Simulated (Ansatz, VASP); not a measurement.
**AlRu in VASP and in Ansatz**

Contents of INCAR:

```
  PREC = Accurate
  ENCUT = 520
  EDIFF = 1E-6
  ISMEAR = 0
  SIGMA = 0.1
  LREAL = Auto
  LASPH = T
  NELM = 80
  ALGO = Normal
  ISIF = 2
  LWAVE = F
  LCHARG = F
  GGA = PE
  NBANDS = 82
```

Contents of KPOINTS:

```
Automatic mesh
0
Gamma
  1 1 1
```

Contents of POSCAR:

```
AlRu
1.0
    6.0083537092      0.0000000000      0.0000000000
    0.0000000000     -6.0083537092      0.0000000000
    0.0000000000      0.0000000000     -6.0083537092
Al Ru
8 8
Direct
    0.0000000000      0.0000000000      0.0000000000
    0.0000000000      0.0000000000      0.5000000000
    0.0000000000      0.5000000000      0.0000000000
    0.0000000000      0.5000000000      0.5000000000
    0.5000000000      0.0000000000      0.0000000000
    0.5000000000      0.0000000000      0.5000000000
    0.5000000000      0.5000000000      0.0000000000
    0.5000000000      0.5000000000      0.5000000000
    0.2500000000      0.2500000000      0.2500000000
    0.2500000000      0.2500000000      0.7500000000
    0.2500000000      0.7500000000      0.2500000000
    0.2500000000      0.7500000000      0.7500000000
    0.7500000000      0.2500000000      0.2500000000
    0.7500000000      0.2500000000      0.7500000000
    0.7500000000      0.7500000000      0.2500000000
    0.7500000000      0.7500000000      0.7500000000
```

Input for Ansatz:

```yaml
crystal:
  lattice:
    - [6.0083537092, 0.0, 0.0]
    - [0.0, -6.0083537092, 0.0]
    - [0.0, 0.0, -6.0083537092]
  atoms:
    - { symbol: Al, position: [0.0, 0.0, 0.0] }
    - { symbol: Al, position: [0.0, 0.0, 0.5] }
    - { symbol: Al, position: [0.0, 0.5, 0.0] }
    - { symbol: Al, position: [0.0, 0.5, 0.5] }
    - { symbol: Al, position: [0.5, 0.0, 0.0] }
    - { symbol: Al, position: [0.5, 0.0, 0.5] }
    - { symbol: Al, position: [0.5, 0.5, 0.0] }
    - { symbol: Al, position: [0.5, 0.5, 0.5] }
    - { symbol: Ru, position: [0.25, 0.25, 0.25] }
    - { symbol: Ru, position: [0.25, 0.25, 0.75] }
    - { symbol: Ru, position: [0.25, 0.75, 0.25] }
    - { symbol: Ru, position: [0.25, 0.75, 0.75] }
    - { symbol: Ru, position: [0.75, 0.25, 0.25] }
    - { symbol: Ru, position: [0.75, 0.25, 0.75] }
    - { symbol: Ru, position: [0.75, 0.75, 0.25] }
    - { symbol: Ru, position: [0.75, 0.75, 0.75] }
basis:
  ecutwfc: 420
  xc_grid: 2
kpoints:
  mp_grid: { grid: [1, 1, 1], shift: [0.0, 0.0, 0.0] }
hamiltonian:
  xc: pbe
scf:
  occupations: { method: gaussian, width: 0.1 }
output:
  forces: true
  stress: true
  eigenvalues: true
```

Alike in both runs: task single point; functional PBE; k mesh 1 × 1 × 1; occupations gaussian, width 0.1 eV; no spin polarisation.

|  | VASP | Ansatz |
| --- | --- | --- |
| version | VASP 6.6.1 | Ansatz 0.2.0 |
| potentials or method | VASP PAW PBE potentials, release 64 (Al, Ru_pv), cutoff 520 eV | scalar-relativistic, plane waves, PAW |
| valence electrons in the cell | 136 | 152 |

Ansatz gave:

| Item | Value |
| --- | --- |
| pressure (GPa) | 7.2 |

Question: Estimate VASP's values.

Answer: Pressure (GPa): 7.1.

The functional is the same, so the differences come from potentials, cutoffs and numerics. VASP's potentials hold 136 valence electrons a cell and Ansatz's 152, so a difference there can come from the potentials and not from the codes.

The k mesh is coarse, so the values compare programs but aren't converged.
